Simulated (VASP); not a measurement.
Set up this calculation in VASP 6.6.1, as the native input.

- Task: single point
- Functional: PBEsol
- Potentials or basis: VASP PAW PBE potentials, release 64 (Al)
- Cutoff: 520 eV
- k mesh: 20 × 20 × 20
- Occupations: gaussian, width 0.15 eV
- Spin: no spin polarisation
- Dipole correction: no
- Further INCAR settings: ALGO = Normal; EDIFF = 1e-07; NBANDS = 8

The structure of Al lies in POSCAR:

```
Al
1.0
    0.0000000000      2.0593996500      2.0239800000
    2.0239800000      0.0000000000      2.0239800000
    2.0239800000      2.0593996500      0.0000000000
Al
1
Direct
    0.0000000000      0.0000000000      0.0000000000
```

This cell differs from its parent crystal: strain +0.0175 x Voigt [0, 1, 0, 0, 0, 0].

These files were run (other wordings do the same):

INCAR

```
ALGO = Normal ; EDIFF = 1E-7
ENCUT = 520 ; GGA = PS
ISIF = 2 ; ISMEAR = 0
LASPH = True ; LCHARG = False
LREAL = False ; LWAVE = False
NBANDS = 8 ; NELM = 100
PREC = Accurate ; SIGMA = 0.15
```

KPOINTS

```
k-points
0
Gamma
  20 20 20
```

Potentials or basis: VASP PAW PBE potentials, release 64 (Al).

Launch:

```sh
$ cat potpaw_PBE.64/Al/POTCAR > POTCAR
$ mpirun -np 1 vasp_std > vasp.out
```

It gave:

```json
{
 "Pressure": "-3.1 GPa"
}
```

Caveat: the cell differs from its parent crystal (strain +0.0175 x Voigt [0, 1, 0, 0, 0, 0]); the PAW data sets were made with another functional, which shifts forces and pressure a little.

Wall time 22 s on 1 thread of Intel(R) Xeon(R) 6975P-C (Granite Rapids), with other jobs on the host, peak memory 0.18 GiB.
